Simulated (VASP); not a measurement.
Wanted: the native input for a VASP 6.6.1 run.

```
Task                   : single point
Functional             : RPBE
Potentials or basis    : VASP PAW PBE potentials, release 64 (Ti_sv, C)
Cutoff                 : 520 eV
k mesh                 : 11 × 11 × 11
Occupations            : fermi-dirac, width 0.05 eV
Spin                   : no spin polarisation
Dipole correction      : no
Further INCAR settings : ALGO = Normal; EDIFF = 1e-07; NBANDS = 15
```

The structure of TiC lies in POSCAR:

```
TiC
1.0
    0.0000000000      2.1795672871      2.1795672871
    2.1795672871      0.0000000000      2.1795672871
    2.1795672871      2.1795672871      0.0000000000
Ti C
1 1
Direct
    0.0000000000      0.0000000000      0.0000000000
    0.5000000000      0.5000000000      0.5000000000
```

These files were run (other wordings do the same):

INCAR

```
SYSTEM = TiC
PREC = Accurate ; ENCUT = 520
EDIFF = 1E-7 ; ISMEAR = -1
SIGMA = 0.05 ; LREAL = .FALSE.
LASPH = .TRUE. ; NELM = 80
ALGO = Normal ; ISIF = 2
LWAVE = .FALSE. ; LCHARG = .FALSE.
GGA = RP ; NBANDS = 15
```

KPOINTS

```
regular mesh
0
G
  11 11 11
  0 0 0
```

Potentials or basis: VASP PAW PBE potentials, release 64 (Ti_sv, C).

The run is started by

```console
$ cat potpaw_PBE.64/Ti_sv/POTCAR potpaw_PBE.64/C/POTCAR > POTCAR
$ mpirun -np 1 vasp_std > vasp.out
```

Results of the run:

The pressure is 0.3 GPa and the band gap on the k mesh is zero (band 8 reaches 10.01 eV, above the bottom of band 9 at 8.90 eV).

Caveat: the PAW data sets were made with another functional, which shifts forces and pressure a little.

Wall time 14 s on 1 thread of Intel(R) Xeon(R) Platinum 8259CL CPU @ 2.50GHz (Skylake/Cascade Lake) (shared host), peak memory 0.15 GiB.
